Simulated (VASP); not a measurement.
# KIr3 (P4/mmm) in VASP: relaxation of cell and atoms with PBE

Aim: the relaxation of cell and atoms of KIr3 with PBE.

Everything below comes from runs of VASP 6.6.1. Logs are shortened: lines on timing, memory, paths and dates and some standing lists are left out, and cuts for length are marked.

### Step 1. The cell of the first run

The structure is tetragonal, space group P4/mmm (No. 123). The conventional cell has a = 4.203 Å, b = 4.203 Å, c = 4.160 Å, α = 90.00°, β = 90.00°, γ = 90.00°. Within 3.9 Å of K (site symmetry 4/mmm) lie 12 Ir at 2.96 to 2.97 Å. Within 3.9 Å of Ir (site symmetry mmm) lie 4 K at 2.96 Å and 8 Ir at 2.96 to 2.97 Å. Within 3.9 Å of Ir (site symmetry 4/mmm) lie 8 Ir at 2.96 Å and 4 K at 2.97 Å.

### Step 2. Relaxation of cell and atoms, PBE

The input, INCAR:

```
SYSTEM = KIr3
PREC     = Accurate       ! precision mode
ENCUT    = 560            ! plane-wave cutoff, eV
EDIFF    = 1E-7           ! SCF threshold, eV
ISMEAR   = 0              ! smearing method
SIGMA    = 0.1            ! smearing width, eV
LREAL    = .FALSE.        ! projectors in reciprocal space
LASPH    = .TRUE.         ! aspherical terms in the spheres
NELM     = 120            ! most SCF steps
ALGO     = Normal         ! electronic algorithm
ISIF     = 3              ! what is computed and relaxed
LWAVE    = .FALSE.        ! write WAVECAR
LCHARG   = .FALSE.        ! write CHGCAR
GGA      = PE             ! functional
IBRION   = 2              ! ionic algorithm
NSW      = 90             ! ionic steps
EDIFFG   = -0.04          ! ionic threshold
GGA_COMPAT= .FALSE.      
NELMIN   = 4
```

The input, KPOINTS:

```
Automatic mesh
0
G
  4 4 4
  0 0 0
```

The input, POSCAR:

```
KIr3
1.0
    4.2033916559      0.0000000000      0.0000000000
    0.0000000000      4.2033916559      0.0000000000
    0.0000000000      0.0000000000      4.1601866564
K Ir
1 3
Direct
    0.0000000000      0.0000000000      0.0000000000
    0.0000000000      0.5000000000      0.5000000000
    0.5000000000      0.0000000000      0.5000000000
    0.5000000000      0.5000000000      0.0000000000
```

Potentials or basis: VASP PAW PBE potentials, release 64 (K_sv, Ir_sv_GW).

Run with:

```bash
cat potpaw_PBE.64/K_sv/POTCAR potpaw_PBE.64/Ir_sv_GW/POTCAR > POTCAR
mpirun -np 1 vasp_std > vasp.out
```

OUTCAR:

```text
SYSTEM = KIr3
   PREC = Accurate
   ENCUT = 560
   EDIFF = 1E-7
   ISMEAR = 0
   LREAL = .FALSE.
   LASPH = .TRUE.
   NELM = 120
   ISIF = 3
   GGA = PE
   IBRION = 2
   NSW = 90
   EDIFFG = -0.04
   NELMIN = 4

 ion  position               nearest neighbor table
   1  0.000  0.000  0.000-   2 2.96   3 2.96   2 2.96   3 2.96   2 2.96   2 2.96   3 2.96   3 2.96
                             4 2.97   4 2.97   4 2.97   4 2.97
   2  0.000  0.500  0.500-   1 2.96   4 2.96   1 2.96   4 2.96   1 2.96   1 2.96   4 2.96   4 2.96
                             3 2.97   3 2.97   3 2.97   3 2.97
   3  0.500  0.000  0.500-   1 2.96   4 2.96   1 2.96   4 2.96   4 2.96   4 2.96   1 2.96   1 2.96
                             2 2.97   2 2.97   2 2.97   2 2.97
   4  0.500  0.500  0.000-   2 2.96   3 2.96   2 2.96   3 2.96   3 2.96   3 2.96   2 2.96   2 2.96
                             1 2.97   1 2.97   1 2.97   1 2.97

  LATTYP: Found a simple tetragonal cell.
 ALAT       =     4.2033916559
 C/A-ratio  =     0.9897213957

  Lattice vectors:

 A1 = (   4.2033916559,   0.0000000000,   0.0000000000)
 A2 = (   0.0000000000,   4.2033916559,   0.0000000000)
 A3 = (   0.0000000000,   0.0000000000,   4.1601866564)

Analysis of symmetry for initial positions (statically):
=====================================================================
 Subroutine PRICEL returns:
 Original cell was already a primitive cell.

 Routine SETGRP: Setting up the symmetry group for a
 simple tetragonal supercell.

 Subroutine GETGRP returns: Found 16 space group operations
 (whereof 16 operations were pure point group operations)
 out of a pool of 16 trial point group operations.

The static configuration has the point symmetry D_4h.

Analysis of symmetry for dynamics (positions and initial velocities):
=====================================================================
 Subroutine PRICEL returns:
 Original cell was already a primitive cell.

 Routine SETGRP: Setting up the symmetry group for a
 simple tetragonal supercell.

 Subroutine GETGRP returns: Found 16 space group operations
 (whereof 16 operations were pure point group operations)
 out of a pool of 16 trial point group operations.

The dynamic configuration has the point symmetry D_4h.

 Subroutine INISYM returns: Found 16 space group operations
 (whereof 16 operations are pure point group operations),
 and found     1 'primitive' translations

----------------------------------------------------------------------------------------

                                     Primitive cell

  volume of cell :      73.5043

  direct lattice vectors                    reciprocal lattice vectors
     4.203391656  0.000000000  0.000000000     0.237903122  0.000000000  0.000000000
     0.000000000  4.203391656  0.000000000     0.000000000  0.237903122  0.000000000
     0.000000000  0.000000000  4.160186656     0.000000000  0.000000000  0.240373830

  length of vectors
     4.203391656  4.203391656  4.160186656     0.237903122  0.237903122  0.240373830

  position of ions in fractional coordinates (direct lattice)
     0.000000000  0.000000000  0.000000000
     0.000000000  0.500000000  0.500000000
     0.500000000  0.000000000  0.500000000
     0.500000000  0.500000000  0.000000000

  ion indices of the primitive-cell ions
   primitive index   ion index
                 1           1
                 2           2
                 3           3
                 4           4

----------------------------------------------------------------------------------------

 KPOINTS: Automatic mesh

Automatic generation of k-mesh.
 Grid dimensions read from file:
 generate k-points for:    4    4    4

 Generating k-lattice:

  Cartesian coordinates                     Fractional coordinates (reciprocal lattice)
     0.059475781  0.000000000  0.000000000     0.250000000  0.000000000  0.000000000
     0.000000000  0.059475781  0.000000000     0.000000000  0.250000000  0.000000000
     0.000000000  0.000000000  0.060093457     0.000000000  0.000000000  0.250000000

  Length of vectors
     0.059475781  0.059475781  0.060093457

  Shift w.r.t. Gamma in fractional coordinates (k-lattice)
     0.000000000  0.000000000  0.000000000

 Subroutine IBZKPT returns following result:
 ===========================================

 Found     18 irreducible k-points:

 Following reciprocal coordinates:
            Coordinates               Weight
  0.000000  0.000000  0.000000      1.000000
  0.250000  0.000000  0.000000      4.000000
  0.500000  0.000000  0.000000      2.000000
  0.250000  0.250000  0.000000      4.000000
  0.500000  0.250000  0.000000      4.000000
  0.500000  0.500000  0.000000      1.000000
[... 10 lines left out ...]
  0.500000  0.250000  0.500000      4.000000
  0.500000  0.500000  0.500000      1.000000
   k-points           NKPTS =     18   k-points in BZ     NKDIM =     18   number of bands    NBANDS=     36
   number of dos      NEDOS =    301   number of ions     NIONS =      4
   total plane-waves  NPLWV =  32768
   dimension x,y,z NGX =    32 NGY =   32 NGZ =   32
   dimension x,y,z NGXF=    64 NGYF=   64 NGZF=   64
   ions per type =               1   3
   NGX,Y,Z   is equivalent  to a cutoff of  12.66, 12.66, 12.79 a.u.
   NGXF,Y,Z  is equivalent  to a cutoff of  25.31, 25.31, 25.58 a.u.
 SYSTEM =  KIr3
   PREC   = accura    normal or accurate (medium, high low for compatibility)
   ISTART =      0    job   : 0-new  1-cont  2-samecut
   ICHARG =      2    charge: 1-file 2-atom 10-const
   ISPIN  =      1    spin polarized calculation?
   LNONCOLLINEAR =      F non collinear calculations
   LSORBIT =      F    spin-orbit coupling
   LASPH  =      T    aspherical Exc in radial PAW
   ENCUT  =  560.0 eV  41.16 Ry    6.42 a.u.   8.11  8.11  8.03*2*pi/ulx,y,z
   NELM   =    120;   NELMIN=  4; NELMDL= -5     # of ELM steps
   EDIFF  = 0.1E-06   stopping-criterion for ELM
   LREAL  =      F    real-space projection
   EDIFFG = -.4E-01   stopping-criterion for IOM
   NSW    =     90    number of steps for IOM
   IBRION =      2    ionic relax: 0-MD 1-quasi-New 2-CG
   NFREE  =      1    steps in history (QN), initial steepest desc. (CG)
   ISIF   =      3    stress and relaxation
   ISYM   =      2    0-nonsym 1-usesym 2-fastsym
   POTIM  = 0.5000    time-step for ionic-motion
   TEBEG  =    0.0;   TEEND  =   0.0 temperature during run
   PSTRESS=    0.0 pullay stress
   NELECT =      60.0000    total number of electrons
   NUPDOWN=      -1.0000    fix difference up-down
   EMIN   =  10.00;   EMAX   =-10.00  energy-range for DOS
   EFERMI =   0.00;   METHOD = LEGACY
   ISMEAR =     0;   SIGMA  =   0.10  broadening in eV -4-tet -1-fermi 0-gaus
   EFERMI_NEDOS =   21; number of points for ismear=-14 and -15
   IALGO  =     38    algorithm
   IMIX   =      4    mixing-type and parameters
     AMIX     =   0.40;   BMIX     =  1.00
     AMIX_MAG =   1.60;   BMIX_MAG =  1.00
  volume/ion in A,a.u.               =      18.38       124.01
  Fermi-wavevector in a.u.,A,eV,Ry     =   1.529987  2.891256 31.849336  2.340860
  Thomas-Fermi vector in A             =   2.637532
   LORBIT       =      0    0 simple, 1 ext, 2 COOP (PROOUT), +10 PAW based schemes
   GGA     = PE    functional components
   LHFCALC =     F    Hartree Fock is set to
   AEXX    =    0.0000 exact exchange contribution
   IVDW    =     0    specifies the selected vdW correction
   LEPSILON=     F    determine dielectric tensor
   LRPA    =     F    only Hartree local field effects (RPA)
 conjugate gradient relaxation of ions
 non-spin polarized calculation
 Gauss-broadening in eV      SIGMA  =   0.10
  energy-cutoff  :      560.00
  volume of cell :       73.50
 maximum number of plane-waves:      2256
   NGX = 17   NGY = 17   NGZ = 17

--------------------------------------- Ionic step        1  -------------------------------------------

 number of electron      59.9999998 magnetization

 Free energy of the ion-electron system (eV)
  ---------------------------------------------------
  ext. energy  EPLUGINS =         0.00000000
  ---------------------------------------------------
  free energy    TOTEN  =       -23.97915498 eV

  energy without entropy =      -23.95068692  energy(sigma->0) =      -23.96492095

------------------------ aborting loop because EDIFF is reached ----------------------------------------

  FORCE on cell =-STRESS in cart. coord.  units (eV):
  Direction    XX          YY          ZZ          XY          YZ          ZX
  --------------------------------------------------------------------------------------
  -------------------------------------------------------------------------------------
  Total       -5.3384547     -5.3384547     -4.9015458      0.0000000      0.0000000      0.0000000
  in kB     -116.3626519   -116.3626519   -106.8393208      0.0000000      0.0000000      0.0000000
  external PRESSURE =    -113.1882082 kB  Pullay stress =       0.0000000 kB

 VOLUME and BASIS-vectors are now :
 -----------------------------------------------------------------------------
  energy-cutoff  :      560.00
  volume of cell :       73.50
      direct lattice vectors                 reciprocal lattice vectors
     4.203391656  0.000000000  0.000000000     0.237903122  0.000000000  0.000000000
     0.000000000  4.203391656  0.000000000     0.000000000  0.237903122  0.000000000
     0.000000000  0.000000000  4.160186656     0.000000000  0.000000000  0.240373830
[... 229 lines left out ...]
 POSITION                                       TOTAL-FORCE (eV/Angst)
 -----------------------------------------------------------------------------------
      0.00000      0.00000      0.00000         0.000000      0.000000      0.000000
      0.00000      2.03870      2.03126         0.000000     -0.000000      0.000000
      2.03870      0.00000      2.03126         0.000000      0.000000      0.000000
      2.03870      2.03870      0.00000         0.000000     -0.000000      0.000000
 -----------------------------------------------------------------------------------
    total drift:                                0.000000     -0.000000     -0.000000

  FREE ENERGIE OF THE ION-ELECTRON SYSTEM (eV)
  ---------------------------------------------------
  free  energy   TOTEN  =       -24.2150272102 eV

  energy  without entropy=      -24.1903598630  energy(sigma->0) =      -24.20269354

--------------------------------------- Ionic step        8  -------------------------------------------

 number of electron      60.0000001 magnetization

 Free energy of the ion-electron system (eV)
  ---------------------------------------------------
  ext. energy  EPLUGINS =         0.00000000
  ---------------------------------------------------
  free energy    TOTEN  =       -24.21530049 eV

  energy without entropy =      -24.19073157  energy(sigma->0) =      -24.20301603

 E-fermi :   7.4345     XC(G=0): -12.7590

 val. band max:        7.4327959369   @ k =   0.5000   0.5000   0.0000
 cond. band min:       7.5015832185   @ k =   0.2500   0.2500   0.0000
 fundamental gap:      0.0687872816
 Fermi energy:         7.4344697639

 k-point     1 :       0.0000    0.0000    0.0000
  band No.  band energies     occupation
      1     -84.0876      2.00000
      2     -84.0595      2.00000
      3     -84.0588      2.00000
      4     -41.0950      2.00000
      5     -41.0950      2.00000
      6     -41.0945      2.00000
[... 713 lines left out ...]
 POSITION                                       TOTAL-FORCE (eV/Angst)
 -----------------------------------------------------------------------------------
      0.00000      0.00000      4.06988         0.000000     -0.000000      0.000000
      0.00000      2.03435      2.03494         0.000000      0.000000      0.000000
      2.03435      0.00000      2.03494         0.000000     -0.000000      0.000000
      2.03435      2.03435      0.00000         0.000000     -0.000000      0.000000
 -----------------------------------------------------------------------------------
    total drift:                                0.000000     -0.000000     -0.000000

  FREE ENERGIE OF THE ION-ELECTRON SYSTEM (eV)
  ---------------------------------------------------
  free  energy   TOTEN  =       -24.2153004926 eV

  energy  without entropy=      -24.1907315717  energy(sigma->0) =      -24.20301603

 reached required accuracy - stopping structural energy minimisation
```

Run time: 4.6 min. Hardware: 1 thread of Intel Xeon Platinum 8259CL at 2.50GHz (Skylake/Cascade Lake), shared host; peak memory 0.21 GiB.

Results:

* Free energy: -24.2153 eV
* Relaxed volume: 16.84 Å³/atom
* Relaxed cell: a = 4.069 Å, b = 4.069 Å, c = 4.070 Å, α = 90.00°, β = 90.00°, γ = 90.00°
* Space group after relaxing (to 0.1 Å): Pm-3m (No. 221)
* Energy gained by relaxing: 59.0 meV/atom
* Ionic steps: 8
* Pressure after relaxing: 0.1 GPa
* Band gap on the k mesh: zero (bands 30 and 31 overlap by 2.15 eV)

Stress tensor (GPa, compression positive):
```
0.12 0.00 0.00
0.00 0.12 0.00
0.00 0.00 0.01
```

The path:
| step | energy change (eV) | largest force (eV/Å) | pressure (GPa) | volume (Å³) |
| --- | --- | --- | --- | --- |
| 1 | 0.0000 | 0.0000 | -11.32 | 73.50 |
| 2 | 0.2007 | 0.0000 | 22.60 | 60.54 |
| 3 | -0.2351 | 0.0000 | -0.34 | 67.55 |
| 4 | -0.2352 | 0.0000 | -0.03 | 67.43 |
| 5 | -0.2352 | 0.0000 | 0.25 | 67.31 |
| 6 | -0.2359 | 0.0000 | -0.30 | 67.54 |
| 7 | -0.2359 | 0.0000 | -0.31 | 67.54 |
| 8 | -0.2361 | 0.0000 | 0.08 | 67.37 |

Final structure:
```yaml
crystal:
  lattice:
    - [4.06871, 0.00000, 0.00000]
    - [0.00000, 4.06871, 0.00000]
    - [0.00000, 0.00000, 4.06988]
  atoms:
    - { symbol: K, position: [0.00000, 0.00000, 0.00000] }
    - { symbol: Ir, position: [0.00000, 0.50000, 0.50000] }
    - { symbol: Ir, position: [0.50000, 0.00000, 0.50000] }
    - { symbol: Ir, position: [0.50000, 0.50000, 0.00000] }
```

Caveat: the k points lie up to 0.39 Å⁻¹ apart in the final cell, too coarse for converged energies and pressures of a metal; spin-orbit coupling is left out, which moves the levels of the heavy elements.

The gap in the log of VASP goes by the Fermi energy; the results here count the filled bands.